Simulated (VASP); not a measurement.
Set up this calculation in VASP 6.6.1, as the native input.

* Task: single point
* Functional: PBEsol
* Potentials or basis: VASP PAW PBE potentials, release 64 (Li_sv, O)
* Cutoff: 750 eV
* k mesh: 9 × 9 × 9
* Occupations: fermi-dirac, width 0.03 eV
* Spin: no spin polarisation
* Dipole correction: no
* Further INCAR settings: ALGO = Normal; EDIFF = 1e-06; NBANDS = 13

The structure of Li2O lies in POSCAR:

```
Li2O
1.0
    0.0000000000      2.3017758620      2.3017758620
    2.3017758620      0.0000000000      2.3017758620
    2.3017758620      2.3017758620      0.0000000000
Li O
2 1
Direct
    0.2500000000      0.2500000000      0.2500000000
    0.7500000000      0.7500000000      0.7500000000
    0.0000000000      0.0000000000      0.0000000000
```

This cell differs from its parent crystal: volume scaled by 0.99.

The input as run:

INCAR

```
ALGO = Normal ; EDIFF = 1E-6
ENCUT = 750 ; GGA = PS
GGA_COMPAT = F ; ISIF = 2
ISMEAR = -1 ; LASPH = T
LCHARG = F ; LREAL = F
LWAVE = F ; NBANDS = 13
NELM = 120 ; PREC = Accurate
SIGMA = 0.03
```

KPOINTS

```
k-points
0
Gamma
  9 9 9
```

Potentials or basis: VASP PAW PBE potentials, release 64 (Li_sv, O).

Launch:

```console
$ cat potpaw_PBE.64/Li_sv/POTCAR potpaw_PBE.64/O/POTCAR > POTCAR
$ mpirun -np 1 vasp_std > vasp.out
```

Results of the run:

```
Pressure               : -1.2 GPa
Band gap on the k mesh : 4.95 eV, indirect (least direct gap 5.23 eV)
```

Caveat: the PAW data sets were made with another functional, which shifts forces and pressure a little.

Run time: 18 s on 1 thread of Intel(R) Xeon(R) Platinum 8259CL CPU @ 2.50GHz (Skylake/Cascade Lake) (shared host), peak memory 0.16 GiB.
